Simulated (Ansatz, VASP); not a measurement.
**Two plane-wave programs on AgPtC4N4**

```
Ag Pt C N
1.0
     6.19352    0.00000    0.00000
     0.00000    6.19352    0.00000
     0.00000    0.00000    6.19352
Ag Pt C N
1 1 4 4
Direct
  0.50000 0.50000 0.50000
  0.00000 0.00000 0.00000
  0.18590 0.18590 0.18590
  0.18590 0.81410 0.81410
  0.81410 0.18590 0.81410
  0.81410 0.81410 0.18590
  0.29510 0.29510 0.29510
  0.29510 0.70490 0.70490
  0.70490 0.29510 0.70490
  0.70490 0.70490 0.29510
```

Alike in both runs: functional PBE; k mesh 4 × 4 × 4; occupations gaussian, width 0.1 eV; collinear spin.

Ansatz relaxed the structure, and its values are those at the end. VASP's run is a single point on that final structure, the one shown.

|  | VASP | Ansatz |
| --- | --- | --- |
| version | VASP 6.6.1 | Ansatz 0.2.0 |
| potentials or method | VASP PAW PBE potentials, release 64 (Ag, Pt, C, N), cutoff 520 eV | scalar-relativistic, plane waves, PAW |
| valence electrons in the cell | 57 | 73 |

```tsv
	VASP	Ansatz	Ansatz less VASP
gap on the k mesh at the Fermi level (eV)	0.20	0.19	-0.003
least direct gap on the mesh (eV)	0.31	0.31	-0.001
pressure (GPa)	0.6	0.3	-0.27
rms of the force components (eV/Å)	0.191	0.002	-0.1886
net moment per atom (μB)	0.30	0.30	0.000
size of the moment on the site where the two differ most (μB)	1.25	0.76	-0.487
```

Site moments also hang on the region over which each program counts them. VASP's potentials hold 57 valence electrons a cell and Ansatz's 73, so a difference there can come from the potentials and not from the codes.

Neither program's run includes spin-orbit coupling. Noted on VASP's run: the standard files for N, O and F lose accuracy on very short bonds.
